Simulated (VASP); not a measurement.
Set up this calculation in VASP 6.6.1, as the native input.

```yaml
Task: relaxation of cell and atoms
Functional: PBE
Potentials_or_basis: VASP PAW PBE potentials, release 64 (Hg, S)
Cutoff: 600 eV
k_mesh: 8 × 8 × 6
Occupations: gaussian, width 0.02 eV
Spin: no spin polarisation
Dipole_correction: no
Further_INCAR_settings: ALGO = Normal; EDIFF = 1e-07; IBRION = 2; EDIFFG = -0.01; NSW = 100; ISIF = 3
```

The structure of HgS2 lies in POSCAR:

```
HgS2
1.0
    3.4442984382     -2.4940502568      0.0000000000
    3.4442984382      2.4940502568      0.0000000000
   -2.8839815760      0.0000000000      4.8189217942
Hg S
1 2
Direct
    0.0000000000      0.0000000000      0.0000000000
    0.8501833680      0.8501833680      0.3045357518
    0.1498166320      0.1498166320      0.6954642482
```

These files were run (other wordings do the same):

INCAR

```
SYSTEM = HgS2
PREC = Accurate ; ENCUT = 600
EDIFF = 1E-7 ; ISMEAR = 0
SIGMA = 0.02 ; LREAL = .False.
LASPH = .True. ; NELM = 80
ALGO = Normal ; ISIF = 3
LWAVE = .False. ; LCHARG = .False.
GGA = PE ; IBRION = 2
NSW = 100 ; EDIFFG = -0.01
```

KPOINTS

```
regular mesh
0
Gamma
  8 8 6
  0 0 0
```

Potentials or basis: VASP PAW PBE potentials, release 64 (Hg, S).

Launch:

```sh
$ cat potpaw_PBE.64/Hg/POTCAR potpaw_PBE.64/S/POTCAR > POTCAR
$ mpirun -np 1 vasp_std > vasp.out
```

It gave:

```yaml
Relaxed_volume: 27.66 Å³/atom
Relaxed_cell: a = 4.257 Å, b = 4.257 Å, c = 5.631 Å, α = 114.75°, β = 114.75°, γ = 71.80°
Space_group_after_relaxing_to_0.1_Å: C2/m (No. 12)
Energy_gained_by_relaxing: 0.4 meV/atom
Ionic_steps: 7
Pressure_after_relaxing: 0.0 GPa
Largest_force_after_relaxing: 0.006 eV/Å
Band_gap_on_the_k_mesh: 0.69 eV (least direct gap 1.03 eV)
```

Caveat: spin-orbit coupling is left out, which moves the levels of the heavy elements.

Wall time 11 min on 1 thread of AMD EPYC 7R13 Processor (Zen 3), with other jobs on the host, peak memory 0.34 GiB.
